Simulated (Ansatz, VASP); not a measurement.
# One calculation of WSe2, two programs

Contents of INCAR:

```
  ALGO = Normal
  DIPOL = 0.5 0.5 0.500
  EDIFF = 1E-7
  ENCUT = 520
  GGA = PE
  IDIPOL = 3
  ISIF = 2
  ISMEAR = 0
  IVDW = 12
  LASPH = True
  LCHARG = False
  LDIPOL = True
  LREAL = False
  LWAVE = False
  NBANDS = 49
  NELM = 60
  PREC = Accurate
  SIGMA = 0.1
```

Contents of KPOINTS:

```
k-points
0
Gamma
  6 6 1
```

Contents of POSCAR:

```
WSe2
1.0
    3.2790157464      0.0000000000      0.0000000000
   -1.6395078732      2.8397109358      0.0000000000
    0.0000000000      0.0000000000     58.3145867790
Se W
6 3
Direct
    0.3333333333      0.6666666667      0.3614643927
    0.3333333333      0.6666666667      0.4192336018
    0.6666666667      0.3333333333      0.4711153955
    0.6666666667      0.3333333333      0.5288846045
    0.3333333333      0.6666666667      0.5807663982
    0.3333333333      0.6666666667      0.6385356073
    0.6666666667      0.3333333333      0.3903489972
    0.3333333333      0.6666666667      0.5000000000
    0.6666666667      0.3333333333      0.6096510028
```

Input for Ansatz:

```yaml
crystal:
  lattice:
    - [3.2790157231, 0.0, 0.0]
    - [-1.6395078616, 2.8397109156, 0.0]
    - [0.0, 0.0, 58.3145857362]
  atoms:
    - { symbol: Se, position: [0.3333333333, 0.6666666667, 0.3614643947] }
    - { symbol: W, position: [0.6666666667, 0.3333333333, 0.3903489999] }
    - { symbol: Se, position: [0.3333333333, 0.6666666667, 0.419233605] }
    - { symbol: Se, position: [0.6666666667, 0.3333333333, 0.4711153948] }
    - { symbol: W, position: [0.3333333333, 0.6666666667, 0.5] }
    - { symbol: Se, position: [0.6666666667, 0.3333333333, 0.5288846052] }
    - { symbol: Se, position: [0.3333333333, 0.6666666667, 0.580766395] }
    - { symbol: W, position: [0.6666666667, 0.3333333333, 0.6096510001] }
    - { symbol: Se, position: [0.3333333333, 0.6666666667, 0.6385356053] }
  periodic: [true, true, false]
basis:
  ecutwfc: 420
kpoints:
  mp_grid: { grid: [6, 6, 1] }
hamiltonian:
  xc: pbe
  dispersion: d3bj
scf:
  occupations: { method: gaussian, width: 0.1 }
output:
  forces: true
  stress: true
  eigenvalues: true
```

Alike in both runs: task single point; functional PBE; dispersion D3(BJ); k mesh 6 × 6 × 1; occupations gaussian, width 0.1 eV; no spin polarisation.

|  | VASP | Ansatz |
| --- | --- | --- |
| version | VASP 6.6.1 | Ansatz 0.2.0 |
| potentials or method | VASP PAW PBE potentials, release 64 (Se, W_sv), cutoff 520 eV | scalar-relativistic, plane waves, PAW |
| valence electrons in the cell | 78 | 138 |

VASP gave:

- gap on the k mesh at the Fermi level (eV): 1.09
- least direct gap on the mesh (eV): 1.60
- rms of the force components (eV/Å): 0.032

What did Ansatz give for the same quantities?

gap on the k mesh at the Fermi level (eV): 1.10; least direct gap on the mesh (eV): 1.60; rms of the force components (eV/Å): 0.011.

VASP's potentials hold 78 valence electrons a cell and Ansatz's 138, so a difference there can come from the potentials and not from the codes.

Neither program's run includes spin-orbit coupling.
